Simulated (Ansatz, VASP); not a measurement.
## Ta: VASP beside Ansatz

```
Ta
1.0
     4.86416    0.00000    0.00000
    -2.43208    4.21248    0.00000
     0.00000    0.00000    2.72808
Ta
3
Cartesian
  0.0000 0.0000 0.0000
  0.0000 2.8083 1.3640
  2.4321 1.4042 1.3640
```

Alike in both runs: functional PBE; k mesh 12 × 12 × 16; occupations gaussian, width 0.1 eV; no spin polarisation.

Ansatz relaxed the structure, and its values are those at the end. VASP's run is a single point on that final structure, the one shown.

|  | VASP | Ansatz |
| --- | --- | --- |
| version | VASP 6.6.1 | Ansatz 0.2.0 |
| potentials or method | VASP PAW PBE potentials, release 64 (Ta_pv), cutoff 520 eV | scalar-relativistic, plane waves, PAW |
| valence electrons in the cell | 33 | 39 |

|  | VASP | Ansatz | Ansatz less VASP |
| --- | --- | --- | --- |
| gap on the k mesh at the Fermi level (eV) | none | none | - |
| pressure (GPa) | 0.1 | 0.0 | -0.11 |

A gap of «none» marks a metal or a gap that the smearing closes. With one functional, cell and mesh, what is left measures potentials, basis and numerics. VASP's potentials hold 33 valence electrons a cell and Ansatz's 39, so a difference there can come from the potentials and not from the codes.

Spin-orbit coupling is off throughout.
